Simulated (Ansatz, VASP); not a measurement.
## Mg in VASP and in Ansatz

File INCAR:

```
ALGO = Normal
EDIFF = 1E-7
EDIFFG = -0.01
ENCUT = 600
GGA = PE
IBRION = 2
ISIF = 3
ISMEAR = -1
IVDW = 12
LASPH = True
LCHARG = False
LREAL = False
LWAVE = False
NELM = 100
NSW = 80
PREC = Accurate
SIGMA = 0.05
```

KPOINTS

```
k-points
0
Gamma
  10 10 10
```

Contents of POSCAR:

```
Mg
1.0
    0.0000000000      2.2442560000      2.2442560000
    2.2442560000      0.0000000000      2.2442560000
    2.2442560000      2.2442560000      0.0000000000
Mg
1
Direct
    0.0000000000      0.0000000000      0.0000000000
```

Contents of input.yaml:

```yaml
crystal:
  lattice:
    - [0.0, 2.244256, 2.244256]
    - [2.244256, 0.0, 2.244256]
    - [2.244256, 2.244256, 0.0]
  atoms:
    - { symbol: Mg, position: [0.0, 0.0, 0.0] }
kpoints:
  mp_grid: { grid: [10, 10, 10] }
scf:
  occupations: { method: fermi_dirac, width: 0.05 }
hamiltonian:
  xc: pbe
  dispersion: d3bj
  pseudopotentials: { kind: all_electron, lapw: { basis_error: 0.001 } }
output:
  forces: true
  stress: true
relax:
  f_tol: 0.01
  max_steps: 60
  cell: {}
```

Alike in both runs: task relaxation of cell and atoms; functional PBE; dispersion D3(BJ); k mesh 10 × 10 × 10; occupations fermi-dirac, width 0.05 eV; no spin polarisation.

|  | VASP | Ansatz |
| --- | --- | --- |
| version | VASP 6.6.1 | Ansatz 0.2.0 |
| potentials or method | VASP PAW PBE potentials, release 64 (Mg), cutoff 600 eV | all-electron LAPW, scalar-relativistic |

```tsv
	VASP	Ansatz	Ansatz less VASP
relaxed volume (Å³/atom)	21.81	21.84	+0.037
relaxed cell length with the largest relative difference (Å)	3.136	3.138	+0.0018
```

Ansatz ran all-electron here, and VASP with PAW potentials.
